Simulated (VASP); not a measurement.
Wanted: the native input for a VASP 6.6.1 run.

```
Task                   : single point
Functional             : RPBE
Potentials or basis    : VASP PAW PBE potentials, release 64 (Zr_sv, N)
Cutoff                 : 600 eV
k mesh                 : 8 × 8 × 8
Occupations            : fermi-dirac, width 0.1 eV
Spin                   : non-collinear spin, zero start, spin-orbit coupling
Starting moments       : [[0.0, 0.0, 0.0], [0.0, 0.0, 0.0]] μB
Dipole correction      : no
Further INCAR settings : ALGO = Normal; EDIFF = 1e-06; NBANDS = 29
```

The structure of ZrN lies in POSCAR:

```
ZrN
1.0
    0.0000000000      2.2942655869      2.2942655869
    2.2942655869      0.0000000000      2.2942655869
    2.2942655869      2.2942655869      0.0000000000
Zr N
1 1
Direct
    0.5000000000      0.5000000000      0.5000000000
    0.0000000000      0.0000000000      0.0000000000
```

One way to write it, as run:

INCAR

```
SYSTEM = ZrN
PREC = Accurate
ENCUT = 600
EDIFF = 1E-6
ISMEAR = -1
SIGMA = 0.1
LREAL = .FALSE.
LASPH = .TRUE.
NELM = 200
ALGO = Normal
ISIF = 2
LWAVE = .FALSE.
LCHARG = .FALSE.
LNONCOLLINEAR = .TRUE.
MAGMOM = 0 0 0 0 0 0
LORBIT = 11
LSORBIT = .TRUE.
GGA_COMPAT = .FALSE.
LORBMOM = .TRUE.
LMAXMIX = 4
GGA = RP
NBANDS = 29
```

KPOINTS

```
Automatic mesh
0
G
  8 8 8
  0 0 0
```

Potentials or basis: VASP PAW PBE potentials, release 64 (Zr_sv, N).

The run is started by

```bash
$ cat potpaw_PBE.64/Zr_sv/POTCAR potpaw_PBE.64/N/POTCAR > POTCAR
$ mpirun -np 1 vasp_ncl > vasp.out
```

Results of the run:

```yaml
Pressure: 5.3 GPa
Net_moment: 0.00 μB per cell
Valence_electrons_inside_the_program's_atomic_spheres: Zr 9.86; N 3.71
```

Caveat: the cell stands under pressure; the PAW data sets were made with another functional, which shifts forces and pressure a little.

Run time: 110 s on 1 thread of Intel Xeon 8259CL, with other jobs on the host, peak memory 0.26 GiB.
